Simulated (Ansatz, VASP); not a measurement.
**W: VASP beside Ansatz**

```
CELL_PARAMETERS angstrom
-1.59730 1.59730 1.63723
1.59730 -1.59730 1.63723
1.59730 1.59730 -1.63723
ATOMIC_POSITIONS crystal
W 0.00000 0.00000 0.00000
```

Change from the starting cell: strain +0.000 along x and y, +0.025 along z, atoms carried along.

Alike in both runs: task single point; functional PBE; k mesh 20 × 20 × 20; occupations gaussian, width 0.15 eV; no spin polarisation.

```csv
,VASP,Ansatz
version,VASP 6.6.1,Ansatz 0.2.0
potentials or method,"VASP PAW PBE potentials, release 64 (W_sv), cutoff 500 eV","scalar-relativistic, plane waves, PAW"
valence electrons in the cell,14,14
```

Ansatz gave:

| Item | Value |
| --- | --- |
| gap on the k mesh at the Fermi level (eV) | none |
| pressure (GPa) | -9.8 |
| traceless stress, the component that is largest in VASP (GPa) | -4.97 |

Q: Estimate VASP's values.

A: gap on the k mesh at the Fermi level (eV): none; pressure (GPa): -9.4; traceless stress, the component that is largest in VASP (GPa): -4.97.

A gap of «none» marks a metal or a gap that the smearing closes.

Neither program's run includes spin-orbit coupling.
